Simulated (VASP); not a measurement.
Set up this calculation in VASP 6.6.1, as the native input.

```yaml
Task: single point
Functional: PBE
Potentials_or_basis: VASP PAW PBE potentials, release 64 (Ti_sv)
Cutoff: 500 eV
k_mesh: 18 × 18 × 10
Occupations: gaussian, width 0.1 eV
Spin: no spin polarisation
Dipole_correction: no
Further_INCAR_settings: ALGO = Normal; EDIFF = 1e-06; NBANDS = 19
```

The structure of Ti lies in POSCAR:

```
Ti
1.0
    3.0692662739      0.0000000000      0.0000000000
   -1.5346331369      2.6580625642      0.0000000000
    0.0000000000      0.0000000000      4.4537149800
Ti
2
Direct
    0.3333333333      0.6666666667      0.2500000000
    0.6666666667      0.3333333333      0.7500000000
```

This cell differs from its parent crystal: strained.

One way to write it, as run:

INCAR

```
SYSTEM = Ti
ALGO = Normal ; EDIFF = 1E-6
ENCUT = 500 ; GGA = PE
GGA_COMPAT = .FALSE. ; ISIF = 2
ISMEAR = 0 ; LASPH = .TRUE.
LCHARG = .FALSE. ; LREAL = .FALSE.
LWAVE = .FALSE. ; NBANDS = 19
NELM = 120 ; PREC = Accurate
SIGMA = 0.1
```

KPOINTS

```
k-points
0
G
  18 18 10
  0 0 0
```

Potentials or basis: VASP PAW PBE potentials, release 64 (Ti_sv).

Run with:

```sh
$ cat potpaw_PBE.64/Ti_sv/POTCAR > POTCAR
$ mpirun -np 1 vasp_std > vasp.out
```

It gave:

```json
{
 "Pressure": "-4.4 GPa",
 "Band gap on the k mesh": "zero (band 12 reaches 8.62 eV, above the bottom of band 13 at 7.58 eV)"
}
```

Caveat: the cell differs from its parent crystal (strained).

It took 2.4 min on 1 thread of Intel Xeon 8259CL, on a shared host, peak memory 0.24 GiB.
